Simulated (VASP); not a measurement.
# LuAuC6: single point with PBE

Crystal: LuAuC6.

```
CELL_PARAMETERS angstrom
3.43558 0.00000 0.00000
0.00000 3.43558 0.00000
0.00000 0.00000 6.60572
ATOMIC_POSITIONS crystal
Lu 0.00000 0.00000 0.50000
C 0.50000 0.50000 0.27819
C 0.50000 0.50000 0.72181
C 0.00000 0.50000 0.22409
C 0.00000 0.50000 0.77591
C 0.50000 0.00000 0.22409
C 0.50000 0.00000 0.77591
Au 0.00000 0.00000 0.00000
```

The cell was generated, and may not be a known phase.

- Program: VASP 6.6.1
- Task: single point
- Functional: PBE
- Potentials or basis: VASP PAW PBE potentials, release 64 (Lu, C, Au_sv_GW)
- Cutoff: 700 eV
- k mesh: 4 × 4 × 2
- Occupations: gaussian, width 0.1 eV
- Spin: no spin polarisation
- Dipole correction: no
- Further INCAR settings: ALGO = Normal; EDIFF = 1e-06; NBANDS = 44

The pressure is 0.2 GPa and the largest force is 0.011 eV/Å. The band gap on the k mesh is zero (bands 34 and 35 overlap by 1.39 eV).

Forces on the atoms (eV/Å):
```
Lu   0.000  0.000  0.000
C    0.000  0.000 -0.004
C    0.000  0.000  0.004
C    0.000  0.000 -0.011
C    0.000  0.000  0.011
C    0.000  0.000 -0.011
C    0.000  0.000  0.011
Au   0.000  0.000  0.000
```

Stress tensor (GPa, compression positive):
```
0.08 0.00 0.00
0.00 0.08 0.00
0.00 0.00 0.36
```

Levels at points of the mesh, in eV from the Fermi level:
```
           k point  band 31  band 32  band 33  band 34  band 35  band 36  band 37  band 38
(0.00, 0.00, 0.00)    -2.42    -1.25    -0.54     0.53     0.53     0.61     0.82     1.32
(0.50, 0.00, 0.00)    -1.83    -1.59    -1.13    -0.45    -0.20     0.23     0.61     2.06
(0.50, 0.50, 0.00)    -3.23    -0.92     0.88     0.88     2.68     2.83     3.25     3.38
(0.00, 0.00, 0.50)    -2.54    -1.37    -0.92     0.02     0.02     1.34     2.08     2.50
(0.50, 0.00, 0.50)    -3.61    -2.82    -2.42    -1.46     1.36     1.63     1.74     2.93
(0.50, 0.50, 0.50)    -3.94    -0.73     1.19     1.19     2.72     2.79     2.87     4.26
```

Run time: 43 s on 1 thread of AMD EPYC 9R45 96-Core Processor (Zen 5), on a shared host, peak memory 0.24 GiB.

Caveat: the k points lie up to 0.48 Å⁻¹ apart, too coarse for converged energies and pressures of a metal; spin-orbit coupling is left out, which moves the levels of the heavy elements.
